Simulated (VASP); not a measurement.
Here is a VASP 6.6.1 calculation.

The input INCAR:

```
SYSTEM = Cs
ALGO = Normal
EDIFF = 1E-6
ENCUT = 520
GGA = RP
ISIF = 2
ISMEAR = -1
LASPH = .True.
LCHARG = .False.
LREAL = .False.
LWAVE = .False.
NBANDS = 20
NELM = 100
PREC = Accurate
SIGMA = 0.1
```

The input KPOINTS:

```
k-points
0
Gamma
  5 5 7
  0 0 0
```

The input POSCAR:

```
Cs
1.0
    9.4781800448      0.0000000000      0.0000000000
   -4.7390900224      8.2083447004      0.0000000000
    0.0000000000      0.0000000000      5.6967280789
Cs
3
Direct
    0.0000000000      0.0000000000      0.0000000000
    0.3333333333      0.6666666667      0.5000000000
    0.6666666667      0.3333333333      0.5000000000
```

Potentials or basis: VASP PAW PBE potentials, release 64 (Cs_sv).

The run is started by

```console
$ cat potpaw_PBE.64/Cs_sv/POTCAR > POTCAR
$ mpirun -np 1 vasp_std > vasp.out
```

Problem. Estimate the band gap on the k mesh.

Solution. Zero (an odd number of electrons rules out a gap without spin polarisation).

Problem. What does it give for the pressure?

Solution. -0.1 GPa.

Caveat: the PAW data sets were made with another functional, which shifts forces and pressure a little; spin-orbit coupling is left out, which moves the levels of the heavy elements.
